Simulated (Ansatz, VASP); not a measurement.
## Nb3Sn in VASP and in Ansatz

```
Nb Sn
1.0
     5.28210    0.00000    0.00000
     0.00000    5.28210    0.00000
     0.00000    0.00000    5.28210
Nb Sn
6 2
Direct
  0.25000 0.00000 0.50000
  0.50000 0.75000 0.00000
  0.75000 0.00000 0.50000
  0.50000 0.25000 0.00000
  0.00000 0.50000 0.75000
  0.00000 0.50000 0.25000
  0.00000 0.00000 0.00000
  0.50000 0.50000 0.50000
```

Alike in both runs: task relaxation of cell and atoms; functional PBE; k mesh 8 × 8 × 8; occupations gaussian, width 0.1 eV; no spin polarisation.

```csv
,VASP,Ansatz
version,VASP 6.6.1,Ansatz 0.2.0
potentials or method,"VASP PAW PBE potentials, release 64 (Nb_sv, Sn_d), cutoff 500 eV","scalar-relativistic, plane waves, PAW"
valence electrons in the cell,106,106
```

```csv
,VASP,Ansatz,Ansatz less VASP
"gap on the k mesh at the Fermi level, each at its own relaxed structure (eV)",none,none,-
relaxed volume (Å³/atom),18.79,18.81,+0.026
relaxed cell length with the largest relative difference (Å),5.317,5.319,+0.0025
```

A gap of «none» marks a metal or a gap that the smearing closes.
